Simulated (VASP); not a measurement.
Set up this calculation in VASP 6.6.1, as the native input.

```
Task                   : single point
Functional             : PBE
Potentials or basis    : VASP PAW PBE potentials, release 64 (Al)
Cutoff                 : 520 eV
k mesh                 : 20 × 20 × 12
Occupations            : gaussian, width 0.15 eV
Spin                   : no spin polarisation
Dipole correction      : no
Further INCAR settings : ALGO = Fast; EDIFF = 1e-06; NBANDS = 10
```

The structure of Al lies in POSCAR:

```
Al
1.0
   -1.6390231263      1.6390231263      1.6175102401
    1.6390231263     -1.6390231263      1.6175102401
    3.2780462525      3.2780462525      0.0000000000
Al
2
Direct
    0.0195409416     -0.0195409416      0.0000000000
    0.4804590584      0.5195409416      0.5000000000
```

This cell differs from its parent crystal: atoms displaced along a vibrational mode, the cell strained.

The input as run:

INCAR

```
PREC = Accurate
ENCUT = 520
EDIFF = 1E-6
ISMEAR = 0
SIGMA = 0.15
LREAL = F
LASPH = T
NELM = 60
ALGO = Fast
ISIF = 2
LWAVE = F
LCHARG = T
GGA = PE
LELF = T
LVHAR = T
NBANDS = 10
```

KPOINTS

```
regular mesh
0
Gamma
  20 20 12
```

Potentials or basis: VASP PAW PBE potentials, release 64 (Al).

Run with:

```bash
$ cat potpaw_PBE.64/Al/POTCAR > POTCAR
$ mpirun -np 1 vasp_std > vasp.out
```

It gave:

The pressure is -1.8 GPa, the largest force is 0.095 eV/Å and the band gap on the k mesh is zero (bands 3 and 4 overlap by 8.55 eV).

Caveat: the cell differs from its parent crystal (atoms displaced along a vibrational mode, the cell strained).

It took 88 s on 1 thread of Intel(R) Xeon(R) Platinum 8559C (Emerald Rapids), with other jobs on the host, peak memory 0.32 GiB.
